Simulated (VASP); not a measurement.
A run of VASP 6.6.1 is set up as follows.

Contents of INCAR:

```
PREC = Accurate
ENCUT = 520
EDIFF = 1E-6
ISMEAR = 0
SIGMA = 0.1
LREAL = F
LASPH = T
NELM = 60
ALGO = Fast
ISIF = 2
LWAVE = F
LCHARG = F
GGA = PE
NBANDS = 8
```

The input KPOINTS:

```
Automatic mesh
0
Gamma
  8 8 8
```

POSCAR

```
Al
1.0
   -1.4116505320      1.4464009716      2.0206161594
    1.4116505320     -1.4464009716      2.0206161594
    1.4116505320      1.4464009716     -2.0206161594
Al
1
Direct
    0.0000000000      0.5000000000      0.5000000000
```

Potentials or basis: VASP PAW PBE potentials, release 64 (Al).

The run is started by

```bash
$ cat potpaw_PBE.64/Al/POTCAR > POTCAR
$ mpirun -np 1 vasp_std > vasp.out
```

Problem. Predict the band gap on the k mesh.

Solution. Zero (an odd number of electrons rules out a gap without spin polarisation).

Problem. Estimate the pressure.

Solution. 0.1 GPa.

Stress tensor (GPa, compression positive):
```
 1.06  0.00  0.00
 0.00 -0.10  0.00
 0.00  0.00 -0.68
```
